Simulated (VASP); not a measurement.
# GaN (F-43m) in VASP: a series of runs

The runs below take GaN through single point, with r2SCAN, r2SCAN+rVV10, r2SCAN+D4, PBEsol, revPBE.

All numbers are computed with VASP 6.6.1; they aren't measurements. Logs are shortened: lines on timing, memory, paths and dates and some standing lists are left out, and cuts for length are marked.

## 1. The cell of the first run

It takes space group F-43m (No. 216, cubic). Conventional cell: a = 4.507 Å, b = 4.507 Å, c = 4.507 Å, α = 90.00°, β = 90.00°, γ = 90.00°. Ga (site symmetry -43m) has 4 N at 1.95 Å within 2.6 Å. N (site symmetry -43m) has 4 Ga at 1.95 Å within 2.6 Å.

## 2. Single point, r2SCAN

Contents of POSCAR:

```
GaN
1.0
    0.0000000000      2.2535006075      2.2535006075
    2.2535006075      0.0000000000      2.2535006075
    2.2535006075      2.2535006075      0.0000000000
Ga N
1 1
Direct
    0.0000000000      0.0000000000      0.0000000000
    0.2500000000      0.2500000000      0.2500000000
```

Contents of INCAR.step1:

```
PREC = Accurate
ENCUT = 910
ISMEAR = -1
SIGMA = 0.05
LREAL = False
LASPH = True
NELM = 120
NBANDS = 16
GGA = PE
ALGO = Normal
EDIFF = 1E-5
LWAVE = True
LCHARG = False
GGA_COMPAT = False
```

Contents of INCAR.step2:

```
PREC = Accurate
ENCUT = 910
EDIFF = 1E-6
ISMEAR = -1
SIGMA = 0.05
LREAL = False
LASPH = True
NELM = 120
ALGO = Normal
ISIF = 2
LWAVE = False
LCHARG = False
METAGGA = R2SCAN
LMIXTAU = True
NBANDS = 16
ISTART = 1
GGA_COMPAT = False
```

Contents of KPOINTS:

```
Automatic mesh
0
Gamma
  10 10 10
```

Potentials or basis: VASP PAW PBE potentials, release 64 (Ga_d, N_h).

On the command line:

```bash
> cat potpaw_PBE.64/Ga_d/POTCAR potpaw_PBE.64/N_h/POTCAR > POTCAR
> cp INCAR.step1 INCAR
> mpirun -np 1 vasp_std > vasp.out
> cp INCAR.step2 INCAR
> mpirun -np 1 vasp_std > vasp.out
```

OUTCAR:

```text
PREC = Accurate
   ENCUT = 910
   EDIFF = 1E-6
   ISMEAR = -1
   LREAL = False
   LASPH = True
   NELM = 120
   ISIF = 2
   METAGGA = R2SCAN
   ISTART = 1

 ion  position               nearest neighbor table
   1  0.000  0.000  0.000-   2 1.95   2 1.95   2 1.95   2 1.95
   2  0.250  0.250  0.250-   1 1.95   1 1.95   1 1.95   1 1.95

  LATTYP: Found a face centered cubic cell.
 ALAT       =     4.5070012150

  Lattice vectors:

 A1 = (   0.0000000000,   2.2535006075,   2.2535006075)
 A2 = (   2.2535006075,   0.0000000000,   2.2535006075)
 A3 = (   2.2535006075,   2.2535006075,   0.0000000000)

Analysis of symmetry for initial positions (statically):
=====================================================================
 Subroutine PRICEL returns:
 Original cell was already a primitive cell.

 Routine SETGRP: Setting up the symmetry group for a
 face centered cubic supercell.

 Subroutine GETGRP returns: Found 24 space group operations
 (whereof 24 operations were pure point group operations)
 out of a pool of 48 trial point group operations.

The static configuration has the point symmetry T_d .

Analysis of symmetry for dynamics (positions and initial velocities):
=====================================================================
 Subroutine PRICEL returns:
 Original cell was already a primitive cell.

 Routine SETGRP: Setting up the symmetry group for a
 face centered cubic supercell.

 Subroutine GETGRP returns: Found 24 space group operations
 (whereof 24 operations were pure point group operations)
 out of a pool of 48 trial point group operations.

The dynamic configuration has the point symmetry T_d .

 Subroutine INISYM returns: Found 24 space group operations
 (whereof 24 operations are pure point group operations),
 and found     1 'primitive' translations

----------------------------------------------------------------------------------------

                                     Primitive cell

  volume of cell :      22.8877

  direct lattice vectors                    reciprocal lattice vectors
     0.000000000  2.253500607  2.253500607    -0.221877020  0.221877020  0.221877020
     2.253500607  0.000000000  2.253500607     0.221877020 -0.221877020  0.221877020
     2.253500607  2.253500607  0.000000000     0.221877020  0.221877020 -0.221877020

  length of vectors
     3.186931122  3.186931122  3.186931122     0.384302272  0.384302272  0.384302272

  position of ions in fractional coordinates (direct lattice)
     0.000000000  0.000000000  0.000000000
     0.250000000  0.250000000  0.250000000

  ion indices of the primitive-cell ions
   primitive index   ion index
                 1           1
                 2           2

----------------------------------------------------------------------------------------

 KPOINTS: Automatic mesh

Automatic generation of k-mesh.
 Grid dimensions read from file:
 generate k-points for:   10   10   10

 Generating k-lattice:

  Cartesian coordinates                     Fractional coordinates (reciprocal lattice)
    -0.022187702  0.022187702  0.022187702     0.100000000  0.000000000  0.000000000
     0.022187702 -0.022187702  0.022187702     0.000000000  0.100000000  0.000000000
     0.022187702  0.022187702 -0.022187702     0.000000000  0.000000000  0.100000000

  Length of vectors
     0.038430227  0.038430227  0.038430227

  Shift w.r.t. Gamma in fractional coordinates (k-lattice)
     0.000000000  0.000000000  0.000000000

 Subroutine IBZKPT returns following result:
 ===========================================

 Found     47 irreducible k-points:

 Following reciprocal coordinates:
            Coordinates               Weight
  0.000000  0.000000  0.000000      1.000000
  0.100000  0.000000  0.000000      8.000000
  0.200000  0.000000  0.000000      8.000000
  0.300000  0.000000  0.000000      8.000000
  0.400000  0.000000  0.000000      8.000000
  0.500000  0.000000  0.000000      4.000000
[... 16 lines left out ...]
  0.300000  0.300000  0.000000      6.000000
  0.400000  0.300000  0.000000     24.000000
 [... further k-points ...]
   k-points           NKPTS =     47   k-points in BZ     NKDIM =     47   number of bands    NBANDS=     16
   number of dos      NEDOS =    301   number of ions     NIONS =      2
   total plane-waves  NPLWV =  32768
   dimension x,y,z NGX =    32 NGY =   32 NGZ =   32
   dimension x,y,z NGXF=    64 NGYF=   64 NGZF=   64
   ions per type =               1   1
   NGX,Y,Z   is equivalent  to a cutoff of  16.69, 16.69, 16.69 a.u.
   NGXF,Y,Z  is equivalent  to a cutoff of  33.39, 33.39, 33.39 a.u.
 SYSTEM =  unknown system
   PREC   = accura    normal or accurate (medium, high low for compatibility)
   ISTART =      1    job   : 0-new  1-cont  2-samecut
   ICHARG =      0    charge: 1-file 2-atom 10-const
   ISPIN  =      1    spin polarized calculation?
   LNONCOLLINEAR =      F non collinear calculations
   LSORBIT =      F    spin-orbit coupling
   LASPH  =      T    aspherical Exc in radial PAW
   ENCUT  =  910.0 eV  66.88 Ry    8.18 a.u.   7.84  7.84  7.84*2*pi/ulx,y,z
   NELM   =    120;   NELMIN=  2; NELMDL=  0     # of ELM steps
   EDIFF  = 0.1E-05   stopping-criterion for ELM
   LREAL  =      F    real-space projection
   EDIFFG = 0.1E-04   stopping-criterion for IOM
   NSW    =      0    number of steps for IOM
   IBRION =     -1    ionic relax: 0-MD 1-quasi-New 2-CG
   NFREE  =      0    steps in history (QN), initial steepest desc. (CG)
   ISIF   =      2    stress and relaxation
   ISYM   =      2    0-nonsym 1-usesym 2-fastsym
   POTIM  = 0.5000    time-step for ionic-motion
   TEBEG  =    0.0;   TEEND  =   0.0 temperature during run
   PSTRESS=    0.0 pullay stress
   NELECT =      18.0000    total number of electrons
   NUPDOWN=      -1.0000    fix difference up-down
   EMIN   =  10.00;   EMAX   =-10.00  energy-range for DOS
   EFERMI =   0.00;   METHOD = LEGACY
   ISMEAR =    -1;   SIGMA  =   0.05  broadening in eV -4-tet -1-fermi 0-gaus
   EFERMI_NEDOS =   21; number of points for ismear=-14 and -15
   IALGO  =     38    algorithm
   IMIX   =      4    mixing-type and parameters
     AMIX     =   0.40;   BMIX     =  1.00
     AMIX_MAG =   1.60;   BMIX_MAG =  1.00
  volume/ion in A,a.u.               =      11.44        77.23
  Fermi-wavevector in a.u.,A,eV,Ry     =   1.511117  2.855596 31.068543  2.283473
  Thomas-Fermi vector in A             =   2.621216
   LORBIT       =      0    0 simple, 1 ext, 2 COOP (PROOUT), +10 PAW based schemes
   METAGGA = R2SCAN    functional components
   LHFCALC =     F    Hartree Fock is set to
   AEXX    =    0.0000 exact exchange contribution
   IVDW    =     0    specifies the selected vdW correction
   LEPSILON=     F    determine dielectric tensor
   LRPA    =     F    only Hartree local field effects (RPA)
 non-spin polarized calculation
  energy-cutoff  :      910.00
  volume of cell :       22.89
 maximum number of plane-waves:      1458
   NGX = 15   NGY = 15   NGZ = 15

 number of electron      18.0000003 magnetization

 Free energy of the ion-electron system (eV)
  ---------------------------------------------------
  ext. energy  EPLUGINS =         0.00000000
  ---------------------------------------------------
  free energy    TOTEN  =       -21.89664979 eV

  energy without entropy =      -21.89664979  energy(sigma->0) =      -21.89664979

 E-fermi :   6.3924     XC(G=0): -12.6275

 val. band max:        5.3127348543   @ k =   0.0000   0.0000   0.0000
 cond. band min:       7.4292309354   @ k =   0.0000   0.0000   0.0000
 fundamental gap:      2.1164960811
 Fermi energy:         6.3924379728

 k-point     1 :       0.0000    0.0000    0.0000
  band No.  band energies     occupation
      1     -11.4208      2.00000
      2      -8.5192      2.00000
      3      -8.5191      2.00000
      4      -8.5191      2.00000
      5      -8.1683      2.00000
      6      -8.1683      2.00000
[... 8 lines left out ...]
     15      25.0397      0.00000
     16      25.0398      0.00000

 k-point     2 :       0.1000    0.0000    0.0000
  band No.  band energies     occupation
      1     -11.3103      2.00000
      2      -8.5049      2.00000
      3      -8.5049      2.00000
      4      -8.4787      2.00000
      5      -8.1695      2.00000
      6      -8.1695      2.00000
[... 8 lines left out ...]
     15      23.6209      0.00000
     16      23.7271      0.00000

 k-point     3 :       0.2000    0.0000    0.0000
  band No.  band energies     occupation
      1     -11.0276      2.00000
      2      -8.4716      2.00000
      3      -8.4716      2.00000
      4      -8.3168      2.00000
      5      -8.1683      2.00000
      6      -8.1683      2.00000
[... 8 lines left out ...]
     15      22.8325      0.00000
     16      22.8325      0.00000

 k-point     4 :       0.3000    0.0000    0.0000
  band No.  band energies     occupation
      1     -10.7118      2.00000
      2      -8.4406      2.00000
      3      -8.4406      2.00000
      4      -8.1554      2.00000
      5      -8.1554      2.00000
      6      -7.9404      2.00000
[... 8 lines left out ...]
     15      23.3832      0.00000
     16      23.3832      0.00000

 k-point     5 :       0.4000    0.0000    0.0000
  band No.  band energies     occupation
      1     -10.5045      2.00000
      2      -8.4256      2.00000
      3      -8.4256      2.00000
      4      -8.1340      2.00000
      5      -8.1340      2.00000
      6      -7.3742      2.00000
[... 8 lines left out ...]
     15      24.9153      0.00000
     16      24.9153      0.00000

 k-point     6 :       0.5000    0.0000    0.0000
  band No.  band energies     occupation
      1     -10.4396      2.00000
      2      -8.4223      2.00000
      3      -8.4223      2.00000
      4      -8.1231      2.00000
      5      -8.1231      2.00000
      6      -7.0429      2.00000
[... 8 lines left out ...]
     15      26.0429      0.00000
     16      26.0429      0.00000
[... 267 lines left out ...]
 k-point    21 :      -0.3000    0.2000    0.0000
  band No.  band energies     occupation
      1     -10.4309      2.00000
      2      -8.4098      2.00000
      3      -8.3707      2.00000
      4      -8.1752      2.00000
      5      -8.1726      2.00000
      6      -7.2511      2.00000
[... 8 lines left out ...]
     15      23.5956      0.00000
     16      26.8914      0.00000

 k-point    22 :      -0.2000    0.2000    0.0000
  band No.  band energies     occupation
      1     -10.6140      2.00000
      2      -8.4201      2.00000
      3      -8.4104      2.00000
      4      -8.1901      2.00000
      5      -8.1834      2.00000
      6      -7.7721      2.00000
[... 8 lines left out ...]
     15      23.6378      0.00000
     16      26.8717      0.00000

 k-point    23 :       0.3000    0.3000    0.0000
  band No.  band energies     occupation
      1     -10.5185      2.00000
      2      -8.3458      2.00000
      3      -8.3211      2.00000
      4      -8.3211      2.00000
      5      -8.1165      2.00000
      6      -7.7642      2.00000
[... 8 lines left out ...]
     15      28.1277      0.00000
     16      28.8242      0.00000

 k-point    24 :       0.4000    0.3000    0.0000
  band No.  band energies     occupation
      1     -10.3764      2.00000
      2      -8.3654      2.00000
      3      -8.2840      2.00000
      4      -8.2807      2.00000
      5      -8.1066      2.00000
      6      -7.3453      2.00000
[... 8 lines left out ...]
     15      28.6178      0.00000
     16      28.6695      0.00000

 [... further k-points ...]
[... 5 lines left out ...]
  --------------------------------------------------------------------------------------
  -------------------------------------------------------------------------------------
  Total       -0.0303539     -0.0303539     -0.0303539      0.0000000      0.0000000      0.0000000
  in kB       -2.1248195     -2.1248195     -2.1248195      0.0000000      0.0000000      0.0000000
  external PRESSURE =      -2.1248195 kB  Pullay stress =       0.0000000 kB

 VOLUME and BASIS-vectors are now :
 -----------------------------------------------------------------------------
  energy-cutoff  :      910.00
  volume of cell :       22.89
      direct lattice vectors                 reciprocal lattice vectors
     0.000000000  2.253500607  2.253500607    -0.221877020  0.221877020  0.221877020
     2.253500607  0.000000000  2.253500607     0.221877020 -0.221877020  0.221877020
     2.253500607  2.253500607  0.000000000     0.221877020  0.221877020 -0.221877020

 POSITION                                       TOTAL-FORCE (eV/Angst)
 -----------------------------------------------------------------------------------
      0.00000      0.00000      0.00000         0.000000      0.000000      0.000000
      1.12675      1.12675      1.12675        -0.000000     -0.000000     -0.000000
 -----------------------------------------------------------------------------------
    total drift:                               -0.000000     -0.000000      0.000000

  FREE ENERGIE OF THE ION-ELECTRON SYSTEM (eV)
  ---------------------------------------------------
  free  energy   TOTEN  =       -21.8966497861 eV

  energy  without entropy=      -21.8966497861  energy(sigma->0) =      -21.89664979
```

Wall time 52 s (1 thread of Intel Xeon 6975P-C (Granite Rapids), shared host); peak memory 0.2 GiB.

Results:

```
Free energy            : -21.8966 eV
Pressure               : -0.2 GPa
Band gap on the k mesh : 2.12 eV, direct
```

Levels at points of the mesh, in eV from the valence-band top:
```tsv
k point	band 6	band 7	band 8	band 9	band 10	band 11	band 12	band 13
(0.00, 0.00, 0.00)	-13.48	0.00	0.00	0.00	2.12	11.01	11.01	11.01
(0.50, 0.00, 0.00)	-12.36	-7.15	-1.00	-1.00	5.16	9.44	11.00	11.00
(0.50, 0.50, 0.00)	-11.98	-6.22	-2.78	-2.78	3.77	7.24	12.58	14.94
```

Caveat: the cutoff is under 1.25 times the usual one of these potentials, so pressure, stress and relaxed cells hold a basis-set (Pulay) error; the PAW data sets were made with another functional, which shifts forces and pressure a little. r2SCAN opens gaps a little over a GGA but as a rule still falls short of measured ones.

## 3. Single point, r2SCAN+rVV10

This run uses another cell than the first one, of 11.30 Å³/atom, 0.988 times its volume.

Contents of POSCAR:

```
GaN
1.0
    0.0000000000      2.2441938351      2.2441938351
    2.2441938351      0.0000000000      2.2441938351
    2.2441938351      2.2441938351      0.0000000000
Ga N
1 1
Direct
    0.0000000000      0.0000000000      0.0000000000
    0.2500000000      0.2500000000      0.2500000000
```

Contents of INCAR.step1:

```
ALGO = Normal
EDIFF = 1E-5
ENCUT = 910
GGA = PE
GGA_COMPAT = False
ISMEAR = -1
LASPH = True
LCHARG = False
LREAL = False
LWAVE = True
NBANDS = 16
NELM = 120
PREC = Accurate
SIGMA = 0.05
```

Contents of INCAR.step2:

```
ALGO = Normal
BPARAM = 11.95
CPARAM = 0.0093
EDIFF = 1E-6
ENCUT = 910
GGA_COMPAT = False
ISIF = 2
ISMEAR = -1
ISTART = 1
IVDW_NL = 2
LASPH = True
LCHARG = False
LMIXTAU = True
LREAL = False
LUSE_VDW = True
LWAVE = False
METAGGA = R2SCAN
NBANDS = 16
NELM = 120
PREC = Accurate
SIGMA = 0.05
```

Contents of KPOINTS:

```
k-points
0
Gamma
  10 10 10
```

Potentials or basis: VASP PAW PBE potentials, release 64 (Ga_d, N_h).

On the command line:

```bash
> cat potpaw_PBE.64/Ga_d/POTCAR potpaw_PBE.64/N_h/POTCAR > POTCAR
> cp INCAR.step1 INCAR
> mpirun -np 1 vasp_std > vasp.out
> cp INCAR.step2 INCAR
> mpirun -np 1 vasp_std > vasp.out
```

Wall time 1.8 min (1 thread of AMD EPYC 9R45 (Zen 5), shared host); peak memory 0.3 GiB.

It converged, with:

| Quantity | Value |
| --- | --- |
| Free energy | -21.3950 eV |
| Pressure | 1.0 GPa |
| Band gap on the k mesh | 2.16 eV, direct |

Levels at points of the mesh, in eV from the valence-band top:
```tsv
k point	band 6	band 7	band 8	band 9	band 10	band 11	band 12	band 13
(0.00, 0.00, 0.00)	-13.45	0.00	0.00	0.00	2.16	11.07	11.07	11.07
(0.50, 0.00, 0.00)	-12.34	-7.26	-1.01	-1.01	5.22	9.47	11.04	11.04
(0.50, 0.50, 0.00)	-11.96	-6.28	-2.83	-2.83	3.72	7.29	12.62	15.06
```

Caveat: the cutoff is under 1.25 times the usual one of these potentials, so pressure, stress and relaxed cells hold a basis-set (Pulay) error; the PAW data sets were made with another functional, which shifts forces and pressure a little.

(Part 1 of 2 ends here.)
